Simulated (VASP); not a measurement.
# AlCo3 (Pm-3m) in VASP: notebook, part 2 of 2

VASP 6.6.1. The steps go on from the part before.

## 5. Single point, PBEsol, collinear spin, ferromagnetic start

This run uses another cell than the first one, of 11.65 Å³/atom.

File INCAR:

```
ALGO = Normal ; EDIFF = 1E-6
ENCUT = 600 ; GGA = PS
GGA_COMPAT = False ; ISIF = 2
ISMEAR = -1 ; ISPIN = 2
LASPH = True ; LCHARG = False
LMAXMIX = 4 ; LORBIT = 11
LREAL = False ; LWAVE = False
MAGMOM = 2 2 2 0 ; NBANDS = 39
NELM = 200 ; PREC = Accurate
SIGMA = 0.05
```

File KPOINTS:

```
k-points
0
Gamma
  8 8 8
```

File POSCAR:

```
AlCo3
1.0
    3.5986238423      0.0000000000      0.0000000000
    0.0000000000      3.5986238423      0.0000000000
    0.0000000000      0.0000000000      3.5986238423
Co Al
3 1
Direct
    0.0000000000      0.5000000000      0.5000000000
    0.5000000000      0.0000000000      0.5000000000
    0.5000000000      0.5000000000      0.0000000000
    0.0000000000      0.0000000000      0.0000000000
```

Potentials or basis: VASP PAW PBE potentials, release 64 (Co_sv, Al).

Command:

```
$ cat potpaw_PBE.64/Co_sv/POTCAR potpaw_PBE.64/Al/POTCAR > POTCAR
$ mpirun -np 1 vasp_std > vasp.out
```

OUTCAR:

```text
EDIFF = 1E-6
   ENCUT = 600
   GGA = PS
   ISIF = 2
   ISMEAR = -1
   ISPIN = 2
   LASPH = True
   LORBIT = 11
   LREAL = False
   NELM = 200
   PREC = Accurate

 ion  position               nearest neighbor table
   1  0.000  0.500  0.500-   4 2.54   4 2.54   4 2.54   4 2.54
   2  0.500  0.000  0.500-   4 2.54   4 2.54   4 2.54   4 2.54
   3  0.500  0.500  0.000-   4 2.54   4 2.54   4 2.54   4 2.54
   4  0.000  0.000  0.000-   1 2.54   2 2.54   3 2.54   1 2.54   2 2.54   1 2.54   3 2.54   1 2.54
                             2 2.54   3 2.54   2 2.54   3 2.54

  LATTYP: Found a simple cubic cell.
 ALAT       =     3.5986238423

  Lattice vectors:

 A1 = (   3.5986238423,   0.0000000000,   0.0000000000)
 A2 = (   0.0000000000,   3.5986238423,   0.0000000000)
 A3 = (   0.0000000000,   0.0000000000,   3.5986238423)

Analysis of symmetry for initial positions (statically):
=====================================================================
 Subroutine PRICEL returns:
[... 2223 lines left out ...]
  Direction    XX          YY          ZZ          XY          YZ          ZX
  --------------------------------------------------------------------------------------
  -------------------------------------------------------------------------------------
  Total       -3.8065253     -3.8065253     -3.8065253      0.0000000     -0.0000000      0.0000000
  in kB     -130.8669374   -130.8669374   -130.8669374      0.0000000     -0.0000000      0.0000000
  external PRESSURE =    -130.8669374 kB  Pullay stress =       0.0000000 kB

 VOLUME and BASIS-vectors are now :
 -----------------------------------------------------------------------------
  energy-cutoff  :      600.00
  volume of cell :       46.60
      direct lattice vectors                 reciprocal lattice vectors
     3.598623842  0.000000000  0.000000000     0.277884003  0.000000000  0.000000000
     0.000000000  3.598623842  0.000000000     0.000000000  0.277884003  0.000000000
     0.000000000  0.000000000  3.598623842     0.000000000  0.000000000  0.277884003

 POSITION                                       TOTAL-FORCE (eV/Angst)
 -----------------------------------------------------------------------------------
      0.00000      1.79931      1.79931         0.000000      0.000000      0.000000
      1.79931      0.00000      1.79931         0.000000      0.000000      0.000000
      1.79931      1.79931      0.00000         0.000000      0.000000      0.000000
      0.00000      0.00000      0.00000         0.000000      0.000000      0.000000
 -----------------------------------------------------------------------------------
    total drift:                                0.000000      0.000000     -0.000000

  FREE ENERGIE OF THE ION-ELECTRON SYSTEM (eV)
  ---------------------------------------------------
  free  energy   TOTEN  =       -28.1681825236 eV

  energy  without entropy=      -28.1138896769  energy(sigma->0) =      -28.14103610

 total charge

# of ion       s       p       d       tot
------------------------------------------
    1        2.233   6.108   6.725  15.067
    2        2.233   6.108   6.725  15.067
    3        2.233   6.108   6.725  15.067
    4        0.405   0.406   0.000   0.811
--------------------------------------------------
tot          7.106  18.731  20.176  46.012

 magnetization (x)

# of ion       s       p       d       tot
------------------------------------------
    1        0.001   0.001   1.327   1.329
    2        0.001   0.001   1.327   1.329
    3        0.001   0.001   1.327   1.329
    4       -0.002  -0.038   0.000  -0.040
--------------------------------------------------
tot          0.001  -0.034   3.981   3.947
```

OSZICAR:

```text
N       E                     dE             d eps       ncg     rms          rms(c)
DAV:   1     0.124559176683E+04    0.12456E+04   -0.30977E+04  7105   0.401E+03
DAV:   2     0.124701961536E+03   -0.11209E+04   -0.10753E+04  7755   0.113E+03
DAV:   3    -0.281179240983E+02   -0.15282E+03   -0.14959E+03  8313   0.421E+02
DAV:   4    -0.332342709962E+02   -0.51163E+01   -0.51075E+01  8301   0.736E+01
DAV:   5    -0.334752909665E+02   -0.24102E+00   -0.24100E+00  8230   0.173E+01    0.250E+01
DAV:   6    -0.337319139291E+02   -0.25662E+00   -0.50941E+01  7426   0.151E+02    0.363E+01
DAV:   7    -0.281785753472E+02    0.55533E+01   -0.20900E+01  7000   0.851E+01    0.485E+00
DAV:   8    -0.281942686120E+02   -0.15693E-01   -0.41735E-01  8377   0.800E+00    0.211E+00
DAV:   9    -0.281777158830E+02    0.16553E-01   -0.18684E-02  8146   0.168E+00    0.952E-01
DAV:  10    -0.281687339408E+02    0.89819E-02   -0.11543E-02  8450   0.153E+00    0.388E-01
DAV:  11    -0.281680961616E+02    0.63778E-03   -0.14076E-03  8172   0.825E-01    0.201E-01
DAV:  12    -0.281682119554E+02   -0.11579E-03   -0.55903E-04  8722   0.351E-01    0.128E-01
DAV:  13    -0.281681929502E+02    0.19005E-04   -0.73396E-05  9116   0.172E-01    0.802E-02
DAV:  14    -0.281681818017E+02    0.11148E-04   -0.39452E-05 10165   0.116E-01    0.411E-02
DAV:  15    -0.281681828726E+02   -0.10708E-05   -0.80013E-06  6531   0.349E-02    0.125E-02
DAV:  16    -0.281681825236E+02    0.34899E-06   -0.46641E-07  3878   0.173E-02
   1 F= -.28168183E+02 E0= -.28141036E+02  d E =-.542928E-01  mag=     3.8780
```

Run time: 86 s. Hardware: 1 thread of Intel Xeon 6975P-C (Granite Rapids), shared host; peak memory 0.26 GiB.

Results:

| Property | Result |
| --- | --- |
| Free energy | -28.1682 eV |
| Pressure | -13.1 GPa |
| Net moment | 3.88 μB per cell |
| Site moments | Co +1.33; Al -0.04 μB |
| Valence electrons inside the program's atomic spheres | Co 15.07; Al 0.81 |

Caveat: the cell stands under tension; the PAW data sets were made with another functional, which shifts forces and pressure a little.

## 6. Single point, PBEsol, collinear spin, ferromagnetic start

This run uses another cell than the first one, of 11.19 Å³/atom.

File INCAR:

```
PREC = Accurate
ENCUT = 600
EDIFF = 1E-6
ISMEAR = -1
SIGMA = 0.05
LREAL = F
LASPH = T
NELM = 200
ALGO = Normal
ISIF = 2
LWAVE = F
LCHARG = T
ISPIN = 2
MAGMOM = 2 2 2 0
LORBIT = 11
LMAXMIX = 4
GGA = PS
LELF = T
LVHAR = T
NBANDS = 39
GGA_COMPAT = F
```

File KPOINTS:

```
Automatic mesh
0
Gamma
  8 8 8
```

File POSCAR:

```
AlCo3
1.0
    3.5509543375      0.0000000000      0.0000000000
    0.0000000000      3.5509543375      0.0000000000
    0.0000000000      0.0000000000      3.5509543375
Co Al
3 1
Direct
    0.0000000000      0.5000000000      0.5000000000
    0.5000000000      0.0000000000      0.5000000000
    0.5000000000      0.5000000000      0.0000000000
    0.0000000000      0.0000000000      0.0000000000
```

Potentials or basis: VASP PAW PBE potentials, release 64 (Co_sv, Al).

Command:

```
$ cat potpaw_PBE.64/Co_sv/POTCAR potpaw_PBE.64/Al/POTCAR > POTCAR
$ mpirun -np 1 vasp_std > vasp.out
```

OUTCAR:

```text
PREC = Accurate
   ENCUT = 600
   EDIFF = 1E-6
   ISMEAR = -1
   LREAL = F
   LASPH = T
   NELM = 200
   ISIF = 2
   ISPIN = 2
   LORBIT = 11
   GGA = PS

 ion  position               nearest neighbor table
   1  0.000  0.500  0.500-   2 2.51   3 2.51   4 2.51   3 2.51   4 2.51   2 2.51   4 2.51   4 2.51
                             2 2.51   3 2.51   3 2.51   2 2.51
   2  0.500  0.000  0.500-   1 2.51   3 2.51   4 2.51   3 2.51   4 2.51   1 2.51   3 2.51   3 2.51
                             1 2.51   4 2.51   4 2.51   1 2.51
   3  0.500  0.500  0.000-   1 2.51   2 2.51   4 2.51   1 2.51   2 2.51   2 2.51   4 2.51   2 2.51
                             1 2.51   4 2.51   1 2.51   4 2.51
   4  0.000  0.000  0.000-   1 2.51   2 2.51   3 2.51   1 2.51   2 2.51   1 2.51   3 2.51   1 2.51
                             2 2.51   3 2.51   2 2.51   3 2.51

  LATTYP: Found a simple cubic cell.
 ALAT       =     3.5509543375

  Lattice vectors:

 A1 = (   3.5509543375,   0.0000000000,   0.0000000000)
 A2 = (   0.0000000000,   3.5509543375,   0.0000000000)
 A3 = (   0.0000000000,   0.0000000000,   3.5509543375)

Analysis of symmetry for initial positions (statically):
=====================================================================
 Subroutine PRICEL returns:
 Original cell was already a primitive cell.

 Routine SETGRP: Setting up the symmetry group for a
 simple cubic supercell.

 Subroutine GETGRP returns: Found 48 space group operations
 (whereof 48 operations were pure point group operations)
 out of a pool of 48 trial point group operations.

The static configuration has the point symmetry O_h .

Analysis of symmetry for dynamics (positions and initial velocities):
=====================================================================
 Subroutine PRICEL returns:
 Original cell was already a primitive cell.

 Routine SETGRP: Setting up the symmetry group for a
 simple cubic supercell.

 Subroutine GETGRP returns: Found 48 space group operations
 (whereof 48 operations were pure point group operations)
 out of a pool of 48 trial point group operations.
[... 167 lines left out ...]

 val. band max:       11.4428125303   @ k =   0.3750   0.2500   0.2500
 cond. band min:      11.4538075950   @ k =   0.3750   0.3750   0.0000
 fundamental gap:      0.0109950647
 Fermi energy:        11.4456043354

 spin component 1

 k-point     1 :       0.0000    0.0000    0.0000
  band No.  band energies     occupation
      1     -83.9203      1.00000
      2     -83.8716      1.00000
      3     -83.8716      1.00000
      4     -47.4498      1.00000
      5     -47.4498      1.00000
      6     -47.4498      1.00000
[... 997 lines left out ...]
     38      25.2858      0.00000
     39      26.2061      0.00000

 [... further k-points ...]

 spin component 2

 k-point     1 :       0.0000    0.0000    0.0000
  band No.  band energies     occupation
      1     -82.3632      1.00000
      2     -82.3119      1.00000
      3     -82.3119      1.00000
      4     -45.8834      1.00000
      5     -45.8834      1.00000
      6     -45.8834      1.00000
[... 997 lines left out ...]
     38      25.5013      0.00000
     39      26.2485      0.00000

 [... further k-points ...]

------------------------ aborting loop because EDIFF is reached ----------------------------------------

  FORCE on cell =-STRESS in cart. coord.  units (eV):
  Direction    XX          YY          ZZ          XY          YZ          ZX
  --------------------------------------------------------------------------------------
  -------------------------------------------------------------------------------------
  Total       -1.7335006     -1.7335006     -1.7335006     -0.0000000      0.0000000      0.0000000
  in kB      -62.0296492    -62.0296492    -62.0296492     -0.0000000      0.0000000      0.0000000
  external PRESSURE =     -62.0296492 kB  Pullay stress =       0.0000000 kB

 VOLUME and BASIS-vectors are now :
 -----------------------------------------------------------------------------
  energy-cutoff  :      600.00
  volume of cell :       44.77
      direct lattice vectors                 reciprocal lattice vectors
     3.550954337  0.000000000  0.000000000     0.281614435  0.000000000  0.000000000
     0.000000000  3.550954337  0.000000000     0.000000000  0.281614435  0.000000000
     0.000000000  0.000000000  3.550954337     0.000000000  0.000000000  0.281614435

 POSITION                                       TOTAL-FORCE (eV/Angst)
 -----------------------------------------------------------------------------------
      0.00000      1.77548      1.77548         0.000000      0.000000      0.000000
      1.77548      0.00000      1.77548         0.000000      0.000000      0.000000
      1.77548      1.77548      0.00000         0.000000      0.000000      0.000000
      0.00000      0.00000      0.00000         0.000000      0.000000      0.000000
 -----------------------------------------------------------------------------------
    total drift:                                0.000000      0.000000      0.000000

  FREE ENERGIE OF THE ION-ELECTRON SYSTEM (eV)
  ---------------------------------------------------
  free  energy   TOTEN  =       -28.2515899196 eV

  energy  without entropy=      -28.1995862470  energy(sigma->0) =      -28.22558808

 total charge

# of ion       s       p       d       tot
------------------------------------------
    1        2.242   6.118   6.736  15.096
    2        2.242   6.118   6.736  15.096
    3        2.242   6.118   6.736  15.096
    4        0.410   0.423   0.000   0.833
--------------------------------------------------
tot          7.135  18.778  20.209  46.121

 magnetization (x)

# of ion       s       p       d       tot
------------------------------------------
    1        0.001   0.002   1.303   1.306
    2        0.001   0.002   1.303   1.306
    3        0.001   0.002   1.303   1.306
    4       -0.002  -0.037   0.000  -0.039
--------------------------------------------------
tot          0.001  -0.031   3.908   3.877
```

Run time: 2.6 min. Hardware: 1 thread of Intel Xeon 6975P-C (Granite Rapids), shared host; peak memory 0.24 GiB.

Results:

```yaml
Free_energy: -28.2516 eV
Pressure: -6.2 GPa
Net_moment: 3.82 μB per cell
Site_moments: Co +1.31; Al -0.04 μB
Valence_electrons_inside_the_program's_atomic_spheres: Co 15.10; Al 0.83
```

Levels at points of the mesh, in eV from the Fermi level:
Spin up:
```csv
k point,band 26,band 27,band 28,band 29,band 30,band 31,band 32,band 33
"(0.00, 0.00, 0.00)",-0.14,-0.14,-0.14,0.78,0.78,0.78,6.80,6.80
"(0.50, 0.00, 0.00)",-1.45,-1.37,-0.91,-0.14,5.61,5.61,5.62,5.62
"(0.50, 0.50, 0.00)",-1.59,-1.18,-1.18,-0.72,0.83,0.83,8.25,8.25
"(0.50, 0.50, 0.50)",-1.29,-1.29,-0.41,-0.36,-0.36,-0.36,3.56,4.30
```
Spin down:
```
           k point  band 22  band 23  band 24  band 25  band 26  band 27  band 28  band 29
(0.00, 0.00, 0.00)    -0.43     0.61     0.61     0.80     0.80     0.80     1.04     1.24
(0.50, 0.00, 0.00)    -0.97    -0.84    -0.23    -0.22    -0.22     0.02     0.69     1.24
(0.50, 0.50, 0.00)    -1.23    -0.40    -0.39    -0.32    -0.32     0.09     0.11     0.24
(0.50, 0.50, 0.50)    -1.22    -0.34    -0.34    -0.34    -0.28    -0.05    -0.05     1.03
```

Caveat: the cell stands under tension; the PAW data sets were made with another functional, which shifts forces and pressure a little.

## 7. The runs side by side

```tsv
cell	gap on the mesh (eV)	pressure (GPa)	moment (μB)
a = 3.575 Å, 4 atoms	none	-9.8	3.85
a = 3.527 Å, 4 atoms	none	-2.1	3.79
a = 3.599 Å, 4 atoms	none	-13.1	3.88
a = 3.551 Å, 4 atoms	none	-6.2	3.82
```

Alike in all rows: task single point; level PBEsol; potentials or basis VASP PAW PBE potentials, release 64 (Co_sv, Al); spin collinear, ferromagnetic start; k mesh 8 × 8 × 8; cutoff (eV) 600; smearing fermi-dirac 0.05 eV.

Caveats: the PAW data sets were made with another functional, which shifts forces and pressure a little; the cell stands under tension (at least some runs).

Total energies depend on the potentials used, so only differences within one code and one set of settings carry meaning.
